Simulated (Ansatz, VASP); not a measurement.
**CdS: VASP beside Ansatz**

```
CELL_PARAMETERS angstrom
0.00000 2.91228 2.91228
2.91228 0.00000 2.91228
2.91228 2.91228 0.00000
ATOMIC_POSITIONS crystal
Cd 0.00172 0.00172 0.00172
S 0.75000 0.75000 0.75000
```

Change from the starting cell: atom 1 moved by [0.01, 0.01, 0.01] A.

Alike in both runs: task single point; functional PBEsol; k mesh 6 × 6 × 6; non-collinear spin, spin-orbit coupling.

|  | VASP | Ansatz |
| --- | --- | --- |
| version | VASP 6.6.1 | Ansatz 0.2.0 |
| potentials or method | VASP PAW PBE potentials, release 64 (Cd, S), cutoff 520 eV | all-electron LAPW |
| occupations | gaussian, width 0.01 eV | fixed |

```tsv
	VASP	Ansatz	Ansatz less VASP
pressure (GPa)	0.4	0.0	-0.39
traceless stress, the component that is largest in VASP (GPa)	-0.21	-0.20	+0.009
rms of the force components (eV/Å)	0.049	0.048	-0.0015
```

VASP's potentials were made for PBE, not for PBEsol. Atom by atom the forces differ by 0.001 eV/Å (rms over components). Ansatz ran all-electron here, and VASP with PAW potentials.
